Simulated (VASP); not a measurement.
# Sr in VASP: notebook

Runs on Sr. Level: PBE. Tasks: single point.

Program: VASP 6.6.1. These are calculated values, not measurements. Logs are shortened: lines on timing, memory, paths and dates and some standing lists are left out, and cuts for length are marked.

**1. The cell of the first run**

The typed cell holds 3 atoms: a = 7.071 Å, b = 7.071 Å, c = 3.813 Å, α = 90.00°, β = 90.00°, γ = 120.00°.

This isn't the form of Sr at room conditions, which is fcc.

**2. Single point, PBE**

INCAR

```
ALGO = Fast ; EDIFF = 1E-7
ENCUT = 520 ; GGA = PE
ISIF = 2 ; ISMEAR = 0
LASPH = True ; LCHARG = True
LELF = True ; LREAL = False
LVHAR = True ; LWAVE = False
NBANDS = 22 ; NELM = 100
PREC = Accurate ; SIGMA = 0.1
```

KPOINTS

```
k-points
0
Gamma
  9 9 12
```

POSCAR

```
Sr
1.0
    7.0707025116      0.0000000000      0.0000000000
   -3.5353512558      6.1234079977      0.0000000000
    0.0000000000      0.0000000000      3.8130458495
Sr
3
Direct
    0.0000000000      0.6662748626      0.0000000000
    0.3337251374      0.3337251374      0.0000000000
    0.6662748626      0.0000000000      0.0000000000
```

Potentials or basis: VASP PAW PBE potentials, release 64 (Sr_sv).

Run with:

```console
$ cat potpaw_PBE.64/Sr_sv/POTCAR > POTCAR
$ mpirun -np 1 vasp_std > vasp.out
```

OUTCAR:

```text
EDIFF = 1E-7
   ENCUT = 520
   GGA = PE
   ISIF = 2
   ISMEAR = 0
   LASPH = True
   LREAL = False
   NELM = 100
   PREC = Accurate

 ion  position               nearest neighbor table
   1  0.000  0.666  0.000-   2 4.08   2 4.08   3 4.08   3 4.08   3 4.09   2 4.09
   2  0.334  0.334  0.000-   1 4.08   1 4.08   3 4.08   3 4.08   3 4.09   1 4.09
   3  0.666  0.000  0.000-   2 4.08   1 4.08   2 4.08   1 4.08   1 4.09   2 4.09

  LATTYP: Found a hexagonal cell.
 ALAT       =     7.0707025116
 C/A-ratio  =     0.5392739750

  Lattice vectors:

 A1 = (   7.0707025116,   0.0000000000,   0.0000000000)
 A2 = (  -3.5353512558,   6.1234079977,   0.0000000000)
 A3 = (   0.0000000000,   0.0000000000,   3.8130458495)

Analysis of symmetry for initial positions (statically):
=====================================================================
 Subroutine PRICEL returns:
 Original cell was already a primitive cell.

 Routine SETGRP: Setting up the symmetry group for a
 hexagonal supercell.

 Subroutine GETGRP returns: Found 12 space group operations
 (whereof 12 operations were pure point group operations)
 out of a pool of 24 trial point group operations.

The static configuration has the point symmetry D_3h.

Analysis of symmetry for dynamics (positions and initial velocities):
=====================================================================
 Subroutine PRICEL returns:
 Original cell was already a primitive cell.

 Routine SETGRP: Setting up the symmetry group for a
 hexagonal supercell.

 Subroutine GETGRP returns: Found 12 space group operations
 (whereof 12 operations were pure point group operations)
 out of a pool of 24 trial point group operations.

The dynamic configuration has the point symmetry D_3h.

 Subroutine INISYM returns: Found 12 space group operations
 (whereof 12 operations are pure point group operations),
 and found     1 'primitive' translations

----------------------------------------------------------------------------------------

                                     Primitive cell

  volume of cell :     165.0927

  direct lattice vectors                    reciprocal lattice vectors
[... 79 lines left out ...]
 SYSTEM =  unknown system
   PREC   = accura    normal or accurate (medium, high low for compatibility)
   ISTART =      0    job   : 0-new  1-cont  2-samecut
   ICHARG =      2    charge: 1-file 2-atom 10-const
   ISPIN  =      1    spin polarized calculation?
   LNONCOLLINEAR =      F non collinear calculations
   LSORBIT =      F    spin-orbit coupling
   LASPH  =      T    aspherical Exc in radial PAW
   ENCUT  =  520.0 eV  38.22 Ry    6.18 a.u.  13.15 13.15  7.09*2*pi/ulx,y,z
   NELM   =    100;   NELMIN=  2; NELMDL= -5     # of ELM steps
   EDIFF  = 0.1E-06   stopping-criterion for ELM
   LREAL  =      F    real-space projection
   EDIFFG = 0.1E-05   stopping-criterion for IOM
   NSW    =      0    number of steps for IOM
   IBRION =     -1    ionic relax: 0-MD 1-quasi-New 2-CG
   NFREE  =      0    steps in history (QN), initial steepest desc. (CG)
   ISIF   =      2    stress and relaxation
   ISYM   =      2    0-nonsym 1-usesym 2-fastsym
   POTIM  = 0.5000    time-step for ionic-motion
   TEBEG  =    0.0;   TEEND  =   0.0 temperature during run
   PSTRESS=    0.0 pullay stress
   NELECT =      30.0000    total number of electrons
   NUPDOWN=      -1.0000    fix difference up-down
   EMIN   =  10.00;   EMAX   =-10.00  energy-range for DOS
   EFERMI =   0.00;   METHOD = LEGACY
   ISMEAR =     0;   SIGMA  =   0.10  broadening in eV -4-tet -1-fermi 0-gaus
   EFERMI_NEDOS =   21; number of points for ismear=-14 and -15
   IALGO  =     68    algorithm
   IMIX   =      4    mixing-type and parameters
     AMIX     =   0.40;   BMIX     =  1.00
     AMIX_MAG =   1.60;   BMIX_MAG =  1.00
  volume/ion in A,a.u.               =      55.03       371.37
  Fermi-wavevector in a.u.,A,eV,Ry     =   0.927270  1.752285 11.698681  0.859829
  Thomas-Fermi vector in A             =   2.053321
   LORBIT       =      0    0 simple, 1 ext, 2 COOP (PROOUT), +10 PAW based schemes
   GGA     = PE    functional components
   LHFCALC =     F    Hartree Fock is set to
   AEXX    =    0.0000 exact exchange contribution
   IVDW    =     0    specifies the selected vdW correction
   LEPSILON=     F    determine dielectric tensor
   LRPA    =     F    only Hartree local field effects (RPA)
 non-spin polarized calculation
 RMM-DIIS sequential band-by-band and
 Gauss-broadening in eV      SIGMA  =   0.10
  energy-cutoff  :      520.00
  volume of cell :      165.09
 maximum number of plane-waves:      4478
 NGX is ok and might be reduce to    54
   NGX = 27   NGY = 27   NGZ = 15

 number of electron      30.0000000 magnetization

 Free energy of the ion-electron system (eV)
  ---------------------------------------------------
  ext. energy  EPLUGINS =         0.00000000
  ---------------------------------------------------
  free energy    TOTEN  =        -4.25520645 eV

  energy without entropy =       -4.23924994  energy(sigma->0) =       -4.24722820

 E-fermi :   1.5067     XC(G=0):  -7.3387

 val. band max:        1.5027411409   @ k =   0.4444  -0.0000   0.1667
 cond. band min:       1.5220677545   @ k =   0.3333   0.0000   0.1667
 fundamental gap:      0.0193266137
 Fermi energy:         1.5067321856

 k-point     1 :       0.0000    0.0000    0.0000
  band No.  band energies     occupation
      1     -35.2117      2.00000
      2     -35.1926      2.00000
      3     -35.1926      2.00000
      4     -17.2495      2.00000
      5     -17.2485      2.00000
      6     -17.2485      2.00000
[... 589 lines left out ...]
     21       2.7500      0.00000
     22       4.8633      0.00000

 [... further k-points ...]
[... 5 lines left out ...]
  --------------------------------------------------------------------------------------
  -------------------------------------------------------------------------------------
  Total        0.0329812      0.0329812     -0.0297267      0.0000000     -0.0000000      0.0000000
  in kB        0.3200736      0.3200736     -0.2884889      0.0000000     -0.0000000      0.0000000
  external PRESSURE =       0.1172195 kB  Pullay stress =       0.0000000 kB

 VOLUME and BASIS-vectors are now :
 -----------------------------------------------------------------------------
  energy-cutoff  :      520.00
  volume of cell :      165.09
      direct lattice vectors                 reciprocal lattice vectors
     7.070702512  0.000000000  0.000000000     0.141428663  0.081653876  0.000000000
    -3.535351256  6.123407998  0.000000000     0.000000000  0.163307753  0.000000000
     0.000000000  0.000000000  3.813045849     0.000000000  0.000000000  0.262257534

 POSITION                                       TOTAL-FORCE (eV/Angst)
 -----------------------------------------------------------------------------------
     -2.35552      4.07987      0.00000        -0.003363      0.005825     -0.000000
      1.17984      2.04354      0.00000        -0.003363     -0.005825      0.000000
      4.71103      0.00000      0.00000         0.006726      0.000000      0.000000
 -----------------------------------------------------------------------------------
    total drift:                                0.000000      0.000000     -0.000000

  FREE ENERGIE OF THE ION-ELECTRON SYSTEM (eV)
  ---------------------------------------------------
  free  energy   TOTEN  =        -4.2552064492 eV

  energy  without entropy=       -4.2392499441  energy(sigma->0) =       -4.24722820
```

stdout:

```text
POSCAR found type information on POSCAR Sr
[... 41 lines left out ...]
 num prob  num prob  num prob  num prob  num prob  num prob  num prob  num prob  num prob  num prob  num prob  num prob  num prob  num prob  num prob  num prob  num prob  num prob  num prob  num prob  num prob  num prob  num prob  num prob  num prob  num prob  num prob  num prob  num prob  num prob  num prob  num prob WARNING in EDDRMM: call to ZHEGV failed, returncode =   8  4     19
```

Run time: 4.3 min. Hardware: 1 thread of Intel Xeon 6975P-C (Granite Rapids), shared host; peak memory 0.43 GiB.

Results:

```yaml
Free_energy: -4.2552 eV
Pressure: 0.0 GPa
Largest_force: 0.007 eV/Å
Band_gap_on_the_k_mesh: zero (bands 15 and 16 overlap by 0.74 eV)
```

Forces on the atoms (eV/Å):
```
Sr  -0.003  0.006  0.000
Sr  -0.003 -0.006  0.000
Sr   0.007  0.000  0.000
```

**3. Single point, PBE**

This run uses another cell than the first one, of 55.28 Å³/atom.

INCAR

```
SYSTEM = Sr
  PREC = Accurate
  ENCUT = 520
  EDIFF = 1E-6
  ISMEAR = 0
  SIGMA = 0.1
  LREAL = .False.
  LASPH = .True.
  NELM = 100
  ALGO = Fast
  ISIF = 2
  LWAVE = .False.
  LCHARG = .True.
  GGA = PE
  LELF = .True.
  LVHAR = .True.
  NBANDS = 22
```

KPOINTS

```
Automatic mesh
0
Gamma
  9 9 10
  0 0 0
```

POSCAR

```
Sr
1.0
    6.8430529182      0.0000000000      0.0000000000
   -3.4215264591      5.9262576666      0.0000000000
    0.0000000000      0.0000000000      4.0895006058
Sr
3
Direct
    0.3333333333      0.6666666667      0.5000000000
    0.0000000000      0.0000000000      0.0000000000
    0.6666666667      0.3333333333      0.5000000000
```

Potentials or basis: VASP PAW PBE potentials, release 64 (Sr_sv).

Run with:

```console
$ cat potpaw_PBE.64/Sr_sv/POTCAR > POTCAR
$ mpirun -np 1 vasp_std > vasp.out
```

Wall time 6 min (1 thread of Intel Xeon Platinum 8175M at 2.50GHz (Skylake/Cascade Lake), shared host); peak memory 0.41 GiB.

Results (log left out):

```yaml
Free_energy: -4.7569 eV
Pressure: 0.0 GPa
Band_gap_on_the_k_mesh: zero (bands 15 and 16 overlap by 0.20 eV)
```

Levels at points of the mesh, in eV from the Fermi level:
```tsv
k point	band 11	band 12	band 13	band 14	band 15	band 16	band 17	band 18	band 19	band 20
(0.00, 0.00, 0.00)	-18.56	-18.55	-3.66	-0.13	0.13	0.13	0.18	0.18	0.50	1.92
(0.00, 0.00, 0.50)	-18.58	-18.58	-1.43	-0.98	0.03	0.03	0.18	0.18	1.70	1.70
```
